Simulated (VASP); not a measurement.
A run of VASP 6.6.1 is set up as follows.

File INCAR:

```
SYSTEM = RbCl3
PREC = Accurate
ENCUT = 520
EDIFF = 1E-7
ISMEAR = 0
SIGMA = 0.1
LREAL = .False.
LASPH = .True.
NELM = 80
ALGO = Fast
ISIF = 2
LWAVE = .False.
LCHARG = .False.
GGA = PE
NBANDS = 40
```

File KPOINTS:

```
Automatic mesh
0
Gamma
  6 6 8
  0 0 0
```

The input POSCAR:

```
RbCl3
1.0
    7.8318206430      0.0000000000      0.0000000000
   -3.9159103215      6.7825556347      0.0000000000
    0.0000000000      0.0000000000      4.4656238848
Rb Cl
2 6
Direct
    0.6666666667      0.3333333333      0.7500000000
    0.3333333333      0.6666666667      0.2500000000
    0.9008908635      0.7072739490      0.2500000000
    0.0991091365      0.2927260510      0.7500000000
    0.7072739490      0.8063830855      0.7500000000
    0.2927260510      0.1936169145      0.2500000000
    0.1936169145      0.9008908635      0.7500000000
    0.8063830855      0.0991091365      0.2500000000
```

Potentials or basis: VASP PAW PBE potentials, release 64 (Rb_sv, Cl).

The run is started by

```console
$ cat potpaw_PBE.64/Rb_sv/POTCAR potpaw_PBE.64/Cl/POTCAR > POTCAR
$ mpirun -np 1 vasp_std > vasp.out
```

Predict the band gap on the k mesh.

zero (bands 30 and 31 overlap by 0.27 eV).

What does it give for the largest force?

0.004 eV/Å.

Predict the pressure.

0.0 GPa.

Forces on the atoms (eV/Å):
```
Rb   0.000  0.000  0.000
Rb   0.000  0.000  0.000
Cl  -0.001  0.004  0.000
Cl   0.001 -0.004  0.000
Cl   0.003  0.003  0.000
Cl  -0.003 -0.003  0.000
Cl  -0.004  0.001  0.000
Cl   0.004 -0.001  0.000
```
